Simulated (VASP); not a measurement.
# AgCl in VASP: single point with PBE+D3(BJ)

Aim: the single point of AgCl with PBE+D3(BJ).

All numbers are computed with VASP 6.6.1; they aren't measurements. Logs are shortened: lines on timing, memory, paths and dates and some standing lists are left out, and cuts for length are marked.

## 1. The cell of the first run

The cell holds a slab with vacuum, 16 atoms: a = 7.793 Å, b = 5.511 Å, c = 21.845 Å, α = 90.00°, β = 90.00°, γ = 90.00°.

## 2. Single point, PBE+D3(BJ)

File INCAR:

```
SYSTEM = AgCl
  PREC = Accurate
  ENCUT = 520
  EDIFF = 1E-6
  ISMEAR = 0
  SIGMA = 0.05
  LREAL = Auto
  LASPH = .True.
  NELM = 80
  ALGO = Normal
  ISIF = 2
  LWAVE = .False.
  LCHARG = .False.
  LDIPOL = .True.
  IDIPOL = 3
  DIPOL = 0.5 0.5 0.501
  GGA = PE
  IVDW = 12
  NBANDS = 86
```

File KPOINTS:

```
regular mesh
0
Gamma
  2 3 1
  0 0 0
```

File POSCAR:

```
AgCl
1.0
    7.7932493107      0.0000000000      0.0000000000
    0.0000000000      5.5106594351      0.0000000000
    0.0000000000      0.0000000000     21.8449369830
Ag Cl
8 8
Direct
    0.2500000000      0.0000000000      0.3662175820
    0.7500000000      0.0000000000      0.3662175820
    0.5000000000      0.5000000000      0.4554058607
    0.0000000000      0.5000000000      0.4554058607
    0.7500000000      0.0000000000      0.5509343635
    0.2500000000      0.0000000000      0.5509343635
    0.0000000000      0.5000000000      0.6287356549
    0.5000000000      0.5000000000      0.6287356549
    0.2500000000      0.5000000000      0.3662175820
    0.7500000000      0.5000000000      0.3662175820
    0.5000000000      0.0000000000      0.4554058607
    0.0000000000      0.0000000000      0.4554058607
    0.7500000000      0.5000000000      0.5460415646
    0.2500000000      0.5000000000      0.5460415646
    0.0000000000      0.0000000000      0.6374526799
    0.5000000000      0.0000000000      0.6374526799
```

Potentials or basis: VASP PAW PBE potentials, release 64 (Ag, Cl).

Command:

```console
$ cat potpaw_PBE.64/Ag/POTCAR potpaw_PBE.64/Cl/POTCAR > POTCAR
$ mpirun -np 1 vasp_std > vasp.out
```

OUTCAR:

```text
SYSTEM = AgCl
   PREC = Accurate
   ENCUT = 520
   EDIFF = 1E-6
   ISMEAR = 0
   LREAL = Auto
   LASPH = .True.
   NELM = 80
   ISIF = 2
   GGA = PE
   IVDW = 12
 IVDW          = 12

 ion  position               nearest neighbor table
   1  0.250  0.000  0.366-   9 2.76   9 2.76  12 2.76  11 2.76
   2  0.750  0.000  0.366-  10 2.76  10 2.76  12 2.76  11 2.76
   3  0.500  0.500  0.455-  11 2.76  11 2.76   9 2.76  10 2.76  14 2.78  13 2.78
   4  0.000  0.500  0.455-  12 2.76  12 2.76   9 2.76  10 2.76  14 2.78  13 2.78
   5  0.750  0.000  0.551-  15 2.71  16 2.71  13 2.76  13 2.76  11 2.85  12 2.85
   6  0.250  0.000  0.551-  15 2.71  16 2.71  14 2.76  14 2.76  11 2.85  12 2.85
   7  0.000  0.500  0.629-  13 2.66  14 2.66  15 2.76  15 2.76
   8  0.500  0.500  0.629-  13 2.66  14 2.66  16 2.76  16 2.76
   9  0.250  0.500  0.366-   1 2.76   1 2.76   4 2.76   3 2.76
  10  0.750  0.500  0.366-   2 2.76   2 2.76   4 2.76   3 2.76
  11  0.500  0.000  0.455-   3 2.76   3 2.76   1 2.76   2 2.76   6 2.85   5 2.85
  12  0.000  0.000  0.455-   4 2.76   4 2.76   1 2.76   2 2.76   6 2.85   5 2.85
  13  0.750  0.500  0.546-   7 2.66   8 2.66   5 2.76   5 2.76   3 2.78   4 2.78
  14  0.250  0.500  0.546-   7 2.66   8 2.66   6 2.76   6 2.76   3 2.78   4 2.78
  15  0.000  0.000  0.637-   5 2.71   6 2.71   7 2.76   7 2.76
  16  0.500  0.000  0.637-   5 2.71   6 2.71   8 2.76   8 2.76
[... 8 lines left out ...]
 A1 = (   0.0000000000,  -5.5106594351,   0.0000000000)
 A2 = (   7.7932493107,   0.0000000000,   0.0000000000)
 A3 = (   0.0000000000,   0.0000000000,  21.8449369830)

Analysis of symmetry for initial positions (statically):
=====================================================================
 Subroutine PRICEL returns following result:

  LATTYP: Found a simple orthorhombic cell.
 ALAT       =     3.8966246553
 B/A-ratio  =     1.4142135624
 C/A-ratio  =     5.6061178366

  Lattice vectors:

 A1 = (   3.8966246553,   0.0000000000,   0.0000000000)
 A2 = (   0.0000000000,   5.5106594351,   0.0000000000)
 A3 = (   0.0000000000,   0.0000000000,  21.8449369830)

   2 primitive cells build up your supercell.

 Routine SETGRP: Setting up the symmetry group for a
 simple orthorhombic supercell.

 Subroutine GETGRP returns: Found  4 space group operations
 (whereof  4 operations were pure point group operations)
 out of a pool of  8 trial point group operations.

The static configuration has the point symmetry C_2v.

Analysis of symmetry for dynamics (positions and initial velocities):
=====================================================================
 Subroutine PRICEL returns following result:

  LATTYP: Found a simple orthorhombic cell.
 ALAT       =     3.8966246553
 B/A-ratio  =     1.4142135624
 C/A-ratio  =     5.6061178366
[... 123 lines left out ...]
   EFERMI_NEDOS =   21; number of points for ismear=-14 and -15
   IALGO  =     38    algorithm
   IMIX   =      4    mixing-type and parameters
     AMIX     =   0.40;   BMIX     =  1.00
     AMIX_MAG =   1.60;   BMIX_MAG =  1.00
  volume/ion in A,a.u.               =      58.63       395.68
  Fermi-wavevector in a.u.,A,eV,Ry     =   0.876539  1.656419 10.453642  0.768321
  Thomas-Fermi vector in A             =   1.996363
   LORBIT       =      0    0 simple, 1 ext, 2 COOP (PROOUT), +10 PAW based schemes
   GGA     = PE    functional components
   LHFCALC =     F    Hartree Fock is set to
   AEXX    =    0.0000 exact exchange contribution
   IVDW    =    12    specifies the selected vdW correction
   LEPSILON=     F    determine dielectric tensor
   LRPA    =     F    only Hartree local field effects (RPA)
 non-spin polarized calculation
 Gauss-broadening in eV      SIGMA  =   0.05
  energy-cutoff  :      520.00
  volume of cell :      938.15
 maximum number of plane-waves:     25265
 NGX is ok and might be reduce to    60
   NGX = 29   NGY = 21   NGZ = 81

 number of electron     144.0000052 magnetization

 dipolmoment           0.000000      0.000000      0.039130 electrons x Angstroem

 Free energy of the ion-electron system (eV)
  ---------------------------------------------------
  ext. energy  EPLUGINS =         0.00000000
  ---------------------------------------------------
  free energy    TOTEN  =       -41.74622510 eV

  energy without entropy =      -41.74622510  energy(sigma->0) =      -41.74622510

 E-fermi :  -2.0409     XC(G=0):  -4.2155

 val. band max:       -2.3276346012   @ k =   0.0000   0.3333   0.0000
 cond. band min:      -1.1197310214   @ k =   0.0000   0.0000   0.0000
 fundamental gap:      1.2079035798
 Fermi energy:        -2.0408646506

 k-point     1 :       0.0000    0.0000    0.0000
  band No.  band energies     occupation
      1     -17.2009      2.00000
      2     -17.0121      2.00000
      3     -16.8280      2.00000
      4     -16.7280      2.00000
      5     -16.3327      2.00000
      6     -16.2718      2.00000
[... 337 lines left out ...]
     83       3.9371      0.00000
     84       3.9371      0.00000
 [bands above 84 left out]

------------------------ aborting loop because EDIFF is reached ----------------------------------------

 vacuum level on the upper side and lower side of the slab       (xc-potential included)        -0.069        -0.220

 Edisp (eV)   -3.89067

 E8    (eV) :    -1.6235

  FORCE on cell =-STRESS in cart. coord.  units (eV):
  Direction    XX          YY          ZZ          XY          YZ          ZX
  --------------------------------------------------------------------------------------
  -------------------------------------------------------------------------------------
  Total      -0.45794    -9.98080    -1.34707     0.00000     0.00000     0.00000
  in kB      -0.78206   -17.04523    -2.30052     0.00000     0.00000     0.00000
  external pressure =       -6.71 kB  Pullay stress =        0.00 kB

 VOLUME and BASIS-vectors are now :
 -----------------------------------------------------------------------------
  energy-cutoff  :      520.00
  volume of cell :      938.15
      direct lattice vectors                 reciprocal lattice vectors
     7.793249311  0.000000000  0.000000000     0.128316182  0.000000000  0.000000000
     0.000000000  5.510659435  0.000000000     0.000000000  0.181466485  0.000000000
     0.000000000  0.000000000 21.844936983     0.000000000  0.000000000  0.045777198

 POSITION                                       TOTAL-FORCE (eV/Angst)
 -----------------------------------------------------------------------------------
      1.94831      0.00000      8.00000         0.000000     -0.000000      0.340166
      5.84494      0.00000      8.00000         0.000000     -0.000000      0.340166
      3.89662      2.75533      9.94831        -0.000000      0.000000     -0.217323
      0.00000      2.75533      9.94831        -0.000000      0.000000     -0.217323
      5.84494      0.00000     12.03513        -0.000000      0.000000      0.000746
      1.94831      0.00000     12.03513        -0.000000      0.000000      0.000746
[... 8 lines left out ...]
      0.00000      0.00000     13.92511        -0.000000     -0.000000      0.008354
      3.89662      0.00000     13.92511        -0.000000     -0.000000      0.008354
 -----------------------------------------------------------------------------------
    total drift:                                0.000000      0.000000     -0.004432

  FREE ENERGIE OF THE ION-ELECTRON SYSTEM (eV)
  ---------------------------------------------------
  free  energy   TOTEN  =       -45.6368913970 eV

  energy  without entropy=      -45.6368913970  energy(sigma->0) =      -45.63689140

 vacuum level on the upper side and lower side of the slab         3.301         3.147
```

Wall time 5.8 min (1 thread of Intel Xeon 6975P-C (Granite Rapids), shared host); peak memory 0.86 GiB.

Results:

- Free energy: -45.6369 eV
- Largest force: 0.340 eV/Å
- Band gap on the k mesh: 1.21 eV
- Dispersion energy per atom: -0.243 eV

Forces in eV/Å, atoms in the order of the input:
```
Ag   0.000  0.000  0.340
Ag   0.000  0.000  0.340
Ag   0.000  0.000 -0.217
Ag   0.000  0.000 -0.217
Ag   0.000  0.000  0.001
Ag   0.000  0.000  0.001
Ag   0.000  0.000 -0.009
Ag   0.000  0.000 -0.009
Cl   0.000  0.000 -0.052
Cl   0.000  0.000 -0.052
Cl   0.000  0.000 -0.061
Cl   0.000  0.000 -0.061
Cl   0.000  0.000 -0.011
Cl   0.000  0.000 -0.011
Cl   0.000  0.000  0.008
Cl   0.000  0.000  0.008
```
